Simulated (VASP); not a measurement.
# AlCo: single point with PBEsol

Crystal: AlCo.

```
Al Co
1.0
     2.85487   -0.30550   -0.30550
    -0.30550    2.85487   -0.30550
    -0.30550   -0.30550    2.85487
Al Co
1 1
Direct
  0.00000 0.00000 0.00000
  0.50000 0.50000 0.50000
```

This cell differs from its parent crystal: ratio of the length along [111] to the lengths across it x 0.71, volume and fractional coordinates fixed.

| Item | Value |
| --- | --- |
| Program | VASP 6.6.1 |
| Task | single point |
| Functional | PBEsol |
| Potentials or basis | VASP PAW PBE potentials, release 64 (Al, Co) |
| Cutoff | 520 eV |
| k mesh | 18 × 18 × 18 |
| Occupations | gaussian, width 0.15 eV |
| Spin | no spin polarisation |
| Dipole correction | no |
| Further INCAR settings | ALGO = Fast; EDIFF = 1e-06; NBANDS = 13 |

| Item | Value |
| --- | --- |
| Pressure | 32.2 GPa |
| Band gap on the k mesh | zero (band 6 reaches 12.31 eV, above the bottom of band 7 at 10.54 eV) |

Stress tensor (GPa, compression positive):
```
32.20 58.96 58.96
58.96 32.20 58.96
58.96 58.96 32.20
```

Levels at points of the mesh, in eV from the Fermi level:
```csv
k point,band 4,band 5,band 6,band 7,band 8,band 9
"(0.00, 0.00, 0.00)",-2.14,-0.94,-0.94,6.17,7.72,7.72
"(0.50, 0.00, 0.00)",-2.64,-1.28,-0.97,0.16,6.83,8.92
"(0.50, 0.50, 0.00)",-2.08,-1.66,-0.38,-0.04,1.80,5.45
"(0.50, 0.50, 0.50)",-0.45,-0.45,1.14,1.14,1.70,4.86
```

It took 2.5 min on 1 thread of AMD EPYC 9R45 96-Core Processor (Zen 5) (shared host), peak memory 0.26 GiB.

Caveat: the PAW data sets were made with another functional, which shifts forces and pressure a little. Spin polarisation is off, so any magnetic state and its effect on volume and gap are missing.
